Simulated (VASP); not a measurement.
# Sn3Se (Pm-3m) in VASP: single point with PBE-based global hybrid with 50 % exact exchange

Aim: the single point of Sn3Se with PBE-based global hybrid with 50 % exact exchange.

All numbers are computed with VASP 6.6.1; they aren't measurements. Logs are shortened: lines on timing, memory, paths and dates and some standing lists are left out, and cuts for length are marked.

### 1 The cell of the first run

Symmetry: Pm-3m, No. 221, cubic system. Conventional cell: a = 4.742 Å, b = 4.742 Å, c = 4.742 Å, α = 90.00°, β = 90.00°, γ = 90.00°. Within 4.4 Å of Sn (site symmetry 4/mmm) lie 8 Sn at 3.35 Å and 4 Se at 3.35 Å. Within 4.4 Å of Se (site symmetry m-3m) lie 12 Sn at 3.35 Å.

### 2 Single point, PBE-based global hybrid with 50 % exact exchange

POSCAR reads:

```
Sn3Se
1.0
    4.7418790000      0.0000000000      0.0000000000
    0.0000000000      4.7418790000      0.0000000000
    0.0000000000      0.0000000000      4.7418790000
Sn Se
3 1
Direct
    0.5000000000      0.5000000000      0.0000000000
    0.5000000000      0.0000000000      0.5000000000
    0.0000000000      0.5000000000      0.5000000000
    0.0000000000      0.0000000000      0.0000000000
```

INCAR.step1 reads:

```
SYSTEM = Sn3Se
PREC = Accurate
ENCUT = 520
EDIFF = 1E-5
ISMEAR = -1
SIGMA = 0.05
LREAL = .False.
LASPH = .True.
NELM = 100
ALGO = Normal
ISIF = 2
LWAVE = .True.
LCHARG = .False.
GGA = PE
NBANDS = 32
```

INCAR.step2 reads:

```
SYSTEM = Sn3Se
PREC = Accurate
ENCUT = 520
EDIFF = 1E-7
ISMEAR = -1
SIGMA = 0.05
LREAL = .False.
LASPH = .True.
NELM = 100
ALGO = Normal
ISIF = 2
LWAVE = .False.
LCHARG = .False.
GGA = PE
LHFCALC = .True.
AEXX = 0.5
PRECFOCK = Normal
ISTART = 1
NBANDS = 32
```

KPOINTS reads:

```
regular mesh
0
Gamma
  3 3 3
  0 0 0
```

Potentials or basis: VASP PAW PBE potentials, release 64 (Sn_d, Se).

On the command line:

```
$ cat potpaw_PBE.64/Sn_d/POTCAR potpaw_PBE.64/Se/POTCAR > POTCAR
$ cp INCAR.step1 INCAR
$ mpirun -np 1 vasp_std > vasp.out
$ cp INCAR.step2 INCAR
$ mpirun -np 1 vasp_std > vasp.out
```

OUTCAR:

```text
SYSTEM = Sn3Se
   PREC = Accurate
   ENCUT = 520
   EDIFF = 1E-7
   ISMEAR = -1
   LREAL = .False.
   LASPH = .True.
   NELM = 100
   ISIF = 2
   GGA = PE
   LHFCALC = .True.
   AEXX = 0.5
   PRECFOCK = Normal
   ISTART = 1

 ion  position               nearest neighbor table
   1  0.500  0.500  0.000-   2 3.35   3 3.35   2 3.35   3 3.35   2 3.35   2 3.35   3 3.35   3 3.35

   2  0.500  0.000  0.500-   1 3.35   3 3.35   1 3.35   1 3.35   3 3.35   1 3.35   3 3.35   3 3.35

   3  0.000  0.500  0.500-   1 3.35   2 3.35   1 3.35   2 3.35   1 3.35   2 3.35   1 3.35   2 3.35

   4  0.000  0.000  0.000-

  LATTYP: Found a simple cubic cell.
 ALAT       =     4.7418790000

  Lattice vectors:

 A1 = (   4.7418790000,   0.0000000000,   0.0000000000)
 A2 = (   0.0000000000,   4.7418790000,   0.0000000000)
 A3 = (   0.0000000000,   0.0000000000,   4.7418790000)

Analysis of symmetry for initial positions (statically):
=====================================================================
 Subroutine PRICEL returns:
 Original cell was already a primitive cell.

 Routine SETGRP: Setting up the symmetry group for a
 simple cubic supercell.

 Subroutine GETGRP returns: Found 48 space group operations
 (whereof 48 operations were pure point group operations)
 out of a pool of 48 trial point group operations.

The static configuration has the point symmetry O_h .

Analysis of symmetry for dynamics (positions and initial velocities):
=====================================================================
 Subroutine PRICEL returns:
 Original cell was already a primitive cell.

 Routine SETGRP: Setting up the symmetry group for a
 simple cubic supercell.

 Subroutine GETGRP returns: Found 48 space group operations
 (whereof 48 operations were pure point group operations)
 out of a pool of 48 trial point group operations.

The dynamic configuration has the point symmetry O_h .

 Subroutine INISYM returns: Found 48 space group operations
 (whereof 48 operations are pure point group operations),
 and found     1 'primitive' translations

----------------------------------------------------------------------------------------

                                     Primitive cell

  volume of cell :     106.6231

  direct lattice vectors                    reciprocal lattice vectors
     4.741879000  0.000000000  0.000000000     0.210886866  0.000000000  0.000000000
     0.000000000  4.741879000  0.000000000     0.000000000  0.210886866  0.000000000
     0.000000000  0.000000000  4.741879000     0.000000000  0.000000000  0.210886866

  length of vectors
     4.741879000  4.741879000  4.741879000     0.210886866  0.210886866  0.210886866

  position of ions in fractional coordinates (direct lattice)
     0.500000000  0.500000000  0.000000000
     0.500000000  0.000000000  0.500000000
     0.000000000  0.500000000  0.500000000
     0.000000000  0.000000000  0.000000000

  ion indices of the primitive-cell ions
   primitive index   ion index
                 1           1
                 2           2
                 3           3
                 4           4

----------------------------------------------------------------------------------------

 KPOINTS: regular mesh

Automatic generation of k-mesh.
 Grid dimensions read from file:
 generate k-points for:    3    3    3

 Generating k-lattice:

  Cartesian coordinates                     Fractional coordinates (reciprocal lattice)
     0.070295622  0.000000000  0.000000000     0.333333333  0.000000000  0.000000000
     0.000000000  0.070295622  0.000000000     0.000000000  0.333333333  0.000000000
     0.000000000  0.000000000  0.070295622     0.000000000  0.000000000  0.333333333

  Length of vectors
     0.070295622  0.070295622  0.070295622

  Shift w.r.t. Gamma in fractional coordinates (k-lattice)
     0.000000000  0.000000000  0.000000000

 Subroutine IBZKPT returns following result:
 ===========================================

 Found      4 irreducible k-points:

 Following reciprocal coordinates:
            Coordinates               Weight
  0.000000  0.000000  0.000000      1.000000
  0.333333  0.000000  0.000000      6.000000
  0.333333  0.333333  0.000000     12.000000
  0.333333  0.333333  0.333333      8.000000
   k-points           NKPTS =      4   k-points in BZ     NKDIM =     27   number of bands    NBANDS=     32
   number of dos      NEDOS =    301   number of ions     NIONS =      4
   total plane-waves  NPLWV =  46656
   dimension x,y,z NGX =    36 NGY =   36 NGZ =   36
   dimension x,y,z NGXF=    72 NGYF=   72 NGZF=   72
   ions per type =               3   1
   NGX,Y,Z   is equivalent  to a cutoff of  12.62, 12.62, 12.62 a.u.
   NGXF,Y,Z  is equivalent  to a cutoff of  25.24, 25.24, 25.24 a.u.
 SYSTEM =  Sn3Se
   PREC   = accura    normal or accurate (medium, high low for compatibility)
   ISTART =      1    job   : 0-new  1-cont  2-samecut
   ICHARG =      0    charge: 1-file 2-atom 10-const
   ISPIN  =      1    spin polarized calculation?
   LNONCOLLINEAR =      F non collinear calculations
   LSORBIT =      F    spin-orbit coupling
   LASPH  =      T    aspherical Exc in radial PAW
   ENCUT  =  520.0 eV  38.22 Ry    6.18 a.u.   8.82  8.82  8.82*2*pi/ulx,y,z
   NELM   =    100;   NELMIN=  2; NELMDL=  0     # of ELM steps
   EDIFF  = 0.1E-06   stopping-criterion for ELM
   LREAL  =      F    real-space projection
   EDIFFG = 0.1E-05   stopping-criterion for IOM
   NSW    =      0    number of steps for IOM
   IBRION =     -1    ionic relax: 0-MD 1-quasi-New 2-CG
   NFREE  =      0    steps in history (QN), initial steepest desc. (CG)
   ISIF   =      2    stress and relaxation
   ISYM   =      3    0-nonsym 1-usesym 2-fastsym
   POTIM  = 0.5000    time-step for ionic-motion
   TEBEG  =    0.0;   TEEND  =   0.0 temperature during run
   PSTRESS=    0.0 pullay stress
   NELECT =      48.0000    total number of electrons
   NUPDOWN=      -1.0000    fix difference up-down
   EMIN   =  10.00;   EMAX   =-10.00  energy-range for DOS
   EFERMI =   0.00;   METHOD = LEGACY
   ISMEAR =    -1;   SIGMA  =   0.05  broadening in eV -4-tet -1-fermi 0-gaus
   EFERMI_NEDOS =   21; number of points for ismear=-14 and -15
   IALGO  =     38    algorithm
   IMIX   =      1    mixing-type and parameters
     AMIX     =   0.40;   BMIX     =  1.00
     AMIX_MAG =   1.60;   BMIX_MAG =  1.00
  volume/ion in A,a.u.               =      26.66       179.88
  Fermi-wavevector in a.u.,A,eV,Ry     =   1.254695  2.371029 21.419096  1.574259
  Thomas-Fermi vector in A             =   2.388487
   LORBIT       =      0    0 simple, 1 ext, 2 COOP (PROOUT), +10 PAW based schemes
   GGA     = PE    functional components
   LHFCALC =     T    Hartree Fock is set to
   PRECFOCK=normal    Normal, Fast or Accurate (Low or Medium for compatibility)
   ENCUT4O =  -1.0   cutoff for four orbital integrals eV
   NKREDX  =     1    reduce k-point grid by
   NKREDY  =     1    reduce k-point grid by
   NKREDZ  =     1    reduce k-point grid by
   AEXX    =    0.5000 exact exchange contribution
   HFSCREEN=    0.0000 screening length (either q_TF or 0.3 A-1)
   HFSCREENC=   0.0000 screening length for correlation (either q_TF or 0.3 A-1)
   ENCUTFOCK=  -1.0 apply spherical cutoff to Coloumb kernel
   IVDW    =     0    specifies the selected vdW correction
   LEPSILON=     F    determine dielectric tensor
   LRPA    =     F    only Hartree local field effects (RPA)
 non-spin polarized calculation
  energy-cutoff  :      520.00
  volume of cell :      106.62
 maximum number of plane-waves:      2897
 NGX is ok and might be reduce to    36
  NGX = 28; NGY = 28; NGZ = 28

 number of electron      47.9999994 magnetization

 Free energy of the ion-electron system (eV)
  ---------------------------------------------------
  ext. energy  EPLUGINS =         0.00000000
  ---------------------------------------------------
  free energy    TOTEN  =       -24.12052001 eV

  energy without entropy =      -24.10935638  energy(sigma->0) =      -24.11493819

 E-fermi :   6.8588     XC(G=0):  -5.8991

 val. band max:        6.7615165905   @ k =   0.3333   0.3333   0.3333
 cond. band min:       8.0633201587   @ k =   0.3333   0.0000   0.0000
 fundamental gap:      1.3018035682
 Fermi energy:         6.8588121734

 k-point     1 :       0.0000    0.0000    0.0000
  band No.  band energies     occupation
      1     -20.3322      2.00000
      2     -20.3322      2.00000
      3     -20.3322      2.00000
      4     -20.3285      2.00000
      5     -20.3285      2.00000
      6     -20.2617      2.00000
[... 24 lines left out ...]
     31      14.2171      0.00000
     32      14.2921      0.00000

 k-point     2 :       0.3333    0.0000    0.0000
  band No.  band energies     occupation
      1     -20.3261      2.00000
      2     -20.3175      2.00000
      3     -20.2982      2.00000
      4     -20.2946      2.00000
      5     -20.2946      2.00000
      6     -20.2669      2.00000
[... 24 lines left out ...]
     31      13.6479      0.00000
     32      14.8771      0.00000

 k-point     3 :       0.3333    0.3333    0.0000
  band No.  band energies     occupation
      1     -20.3136      2.00000
      2     -20.3111      2.00000
      3     -20.3050      2.00000
      4     -20.2803      2.00000
      5     -20.2620      2.00000
      6     -20.2614      2.00000
[... 24 lines left out ...]
     31      15.3876      0.00000
     32      15.4393      0.00000

 k-point     4 :       0.3333    0.3333    0.3333
  band No.  band energies     occupation
      1     -20.3308      2.00000
      2     -20.3158      2.00000
      3     -20.3158      2.00000
      4     -20.2780      2.00000
      5     -20.2635      2.00000
      6     -20.2540      2.00000
[... 24 lines left out ...]
     31      14.8603      0.00000
     32      15.9297      0.00000

------------------------ aborting loop because EDIFF is reached ----------------------------------------

  FORCE on cell =-STRESS in cart. coord.  units (eV):
  Direction    XX          YY          ZZ          XY          YZ          ZX
  --------------------------------------------------------------------------------------
  -------------------------------------------------------------------------------------
  Total       -2.4974524     -2.4974524     -2.4974524      0.0000000      0.0000000     -0.0000000
  in kB      -37.5280845    -37.5280845    -37.5280845      0.0000000      0.0000000     -0.0000000
  external PRESSURE =     -37.5280845 kB  Pullay stress =       0.0000000 kB

 VOLUME and BASIS-vectors are now :
 -----------------------------------------------------------------------------
  energy-cutoff  :      520.00
  volume of cell :      106.62
      direct lattice vectors                 reciprocal lattice vectors
     4.741879000  0.000000000  0.000000000     0.210886866  0.000000000  0.000000000
     0.000000000  4.741879000  0.000000000     0.000000000  0.210886866  0.000000000
     0.000000000  0.000000000  4.741879000     0.000000000  0.000000000  0.210886866

 POSITION                                       TOTAL-FORCE (eV/Angst)
 -----------------------------------------------------------------------------------
      2.37094      2.37094      0.00000         0.000000      0.000000      0.000000
      2.37094      0.00000      2.37094         0.000000      0.000000      0.000000
      0.00000      2.37094      2.37094         0.000000      0.000000      0.000000
      0.00000      0.00000      0.00000         0.000000      0.000000      0.000000
 -----------------------------------------------------------------------------------
    total drift:                                0.000002     -0.000011     -0.000004

  FREE ENERGIE OF THE ION-ELECTRON SYSTEM (eV)
  ---------------------------------------------------
  free  energy   TOTEN  =       -24.1205200050 eV

  energy  without entropy=      -24.1093563776  energy(sigma->0) =      -24.11493819
```

Wall time 36 min (1 thread of Intel Xeon 8259CL, shared host); peak memory 0.24 GiB.

What came out:

- Free energy: -24.1205 eV
- Pressure: -3.8 GPa
- Band gap on the k mesh: zero (bands 24 and 25 overlap by 0.63 eV)

Caveat: the k points lie up to 0.44 Å⁻¹ apart, too coarse for converged energies and pressures of a metal; the PAW data sets were made with another functional, which shifts forces and pressure a little; spin-orbit coupling is left out, which moves the levels of the heavy elements.
